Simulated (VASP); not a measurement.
The system is Sb2Pt.

```
Pt Sb
1.0
     4.05999    0.00000    0.00000
    -2.02999    3.51605    0.00000
     0.00000    0.00000    5.22591
Pt Sb
1 2
Cartesian
  0.0000 0.0000 0.0000
  0.0000 2.3440 1.3504
  2.0300 1.1720 3.8755
```

Base run:

* Program: VASP 6.6.1
* Functional: PBEsol
* Potentials or basis: VASP PAW PBE potentials, release 64 (Pt, Sb)
* Cutoff: 520 eV
* k mesh: 10 × 10 × 6
* Occupations: gaussian, width 0.05 eV
* Spin: no spin polarisation

Its results: band gap on the k mesh zero (bands 10 and 11 overlap by 3.11 eV); pressure -4.3 GPa; largest force 0.229 eV/Å.

The run is repeated on the same cell with these changes: functional from PBEsol to r2SCAN. What comes out?

Band gap on the k mesh zero (bands 10 and 11 overlap by 3.27 eV); pressure -2.5 GPa; largest force 0.230 eV/Å.

Caveats: the PAW data sets were made with another functional, which shifts forces and pressure a little; spin-orbit coupling is left out, which moves the levels of the heavy elements; the cell stands under tension (at least some runs).
